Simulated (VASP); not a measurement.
A run of VASP 6.6.1:

INCAR

```
PREC     = Accurate       # precision mode
ENCUT    = 520            # plane-wave cutoff, eV
EDIFF    = 1E-6           # SCF threshold, eV
ISMEAR   = 0              # smearing method
SIGMA    = 0.1            # smearing width, eV
LREAL    = Auto         
LASPH    = T              # aspherical terms in the spheres
NELM     = 100            # most SCF steps
ALGO     = Normal         # electronic algorithm
ISIF     = 2              # what is computed and relaxed
LWAVE    = F              # write WAVECAR
LCHARG   = F              # write CHGCAR
LDIPOL   = T            
IDIPOL   = 3            
DIPOL    = 0.5 0.5 0.306
GGA      = PE             # functional
NBANDS   = 58             # bands
```

Contents of KPOINTS:

```
regular mesh
0
Gamma
  4 3 1
```

POSCAR

```
HC10
1.0
    8.5436715410      0.0000000000      0.0000000000
   -2.1359178852      8.6110540228      0.0000000000
    0.0000000000      0.0000000000     22.7788015587
C H
20 2
Direct
    0.0782061927      0.9794914374      0.1756018634
    0.5782061927      0.9794914374      0.1756018634
    0.4115395260      0.9794914374      0.1756018634
    0.9115395260      0.9794914374      0.1756018634
    0.3230790520      0.9589828748      0.2291807119
    0.8230790520      0.9589828748      0.2291807119
    0.1564123854      0.9589828748      0.2291807119
    0.6564123854      0.9589828748      0.2291807119
    0.0669021191      0.9383827998      0.2826780623
    0.5669021191      0.9383827998      0.2826780623
    0.4022889535      0.9383826011      0.2826780666
    0.9022889535      0.9383826011      0.2826780666
    0.3111130358      0.9176686260      0.3364248459
    0.8111130358      0.9176686260      0.3364248459
    0.1477209834      0.9176686383      0.3364247639
    0.6477209834      0.9176686383      0.3364247639
    0.0473696299      0.8987954532      0.3853929922
    0.5473696299      0.8987954532      0.3853929922
    0.4020260968      0.8987947219      0.3853934781
    0.9020260968      0.8987947219      0.3853934781
    0.2300247762      0.2321282990      0.5434346693
    0.3375897728      0.2321282990      0.5434346693
```

Potentials or basis: VASP PAW PBE potentials, release 64 (C, H).

Launch:

```console
$ cat potpaw_PBE.64/C/POTCAR potpaw_PBE.64/H/POTCAR > POTCAR
$ mpirun -np 1 vasp_std > vasp.out
```

Hardware: 1 thread of Intel(R) Xeon(R) 6975P-C (Granite Rapids) (shared host).

Problem. How long does it take, and how much memory?

Solution. It took 18 min on 1 thread of Intel(R) Xeon(R) 6975P-C (Granite Rapids), on a shared host, peak memory 1.6 GiB. Counts: scf iterations 27, k points 7.
